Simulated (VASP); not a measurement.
Here is a VASP 6.6.1 calculation.

File INCAR:

```
  PREC = Accurate
  ENCUT = 520
  EDIFF = 1E-7
  ISMEAR = -1
  SIGMA = 0.1
  LREAL = False
  LASPH = True
  NELM = 100
  ALGO = Normal
  ISIF = 2
  LWAVE = False
  LCHARG = False
  GGA = RP
  NBANDS = 18
```

KPOINTS

```
regular mesh
0
Gamma
  5 5 5
```

File POSCAR:

```
Mg
1.0
    5.7885061458      0.0000000000      0.0000000000
    0.0000000000      5.7885061458      0.0000000000
    0.0000000000      0.0000000000      5.7885061458
Mg
8
Direct
    1.0000000000      0.0000000000      1.0000000000
    0.5000000000      0.5000000000      0.5000000000
    0.2500000000      1.0000000000      0.5000000000
    0.7500000000      1.0000000000      0.5000000000
    0.5000000000      0.2500000000      0.0000000000
    0.5000000000      0.7500000000      0.0000000000
    0.0000000000      0.5000000000      0.2500000000
    0.0000000000      0.5000000000      0.7500000000
```

Potentials or basis: VASP PAW PBE potentials, release 64 (Mg).

Launch:

```console
$ cat potpaw_PBE.64/Mg/POTCAR > POTCAR
$ mpirun -np 1 vasp_std > vasp.out
```

(1) Estimate the pressure.

(2) Estimate the band gap on the k mesh.

Answers

(1) -0.2 GPa.

(2) zero (band 8 reaches 3.88 eV, above the bottom of band 9 at 1.76 eV).

Caveat: the PAW data sets were made with another functional, which shifts forces and pressure a little.
